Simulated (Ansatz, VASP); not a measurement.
One calculation of Be2H3, two programs

```xyz
5
Lattice="3.1295 0.0000 0.0000 -1.5647 2.7102 0.0000 0.0000 0.0000 3.7785" Properties=species:S:1:pos:R:3 pbc="T T T"
Be    0.0000    1.8068    0.5214
Be    1.5647    0.9034    3.2571
H     0.0000    0.0000    0.0000
H     0.0000    1.8068    2.3616
H     1.5647    0.9034    1.4169
```

Alike in both runs: task relaxation of cell and atoms; functional PBE; k mesh 6 × 6 × 4; occupations gaussian, width 0.1 eV; no spin polarisation.

```csv
,VASP,Ansatz
version,VASP 6.6.1,Ansatz 0.2.0
potentials or method,"VASP PAW PBE potentials, release 64 (Be, H_h), cutoff 1230 eV","scalar-relativistic, plane waves, PAW"
valence electrons in the cell,7,7
```

```tsv
	VASP	Ansatz	Ansatz less VASP
gap on the k mesh at the Fermi level, each at its own relaxed structure (eV)	none	none	-
relaxed volume (Å³/atom)	5.91	6.01	+0.103
relaxed length of the cell vector where the two differ most in proportion (Å)	5.599	5.723	+0.1233
```

A gap of «none» marks a metal or a gap that the smearing closes.

The k mesh is coarse, so the values compare programs but aren't converged.
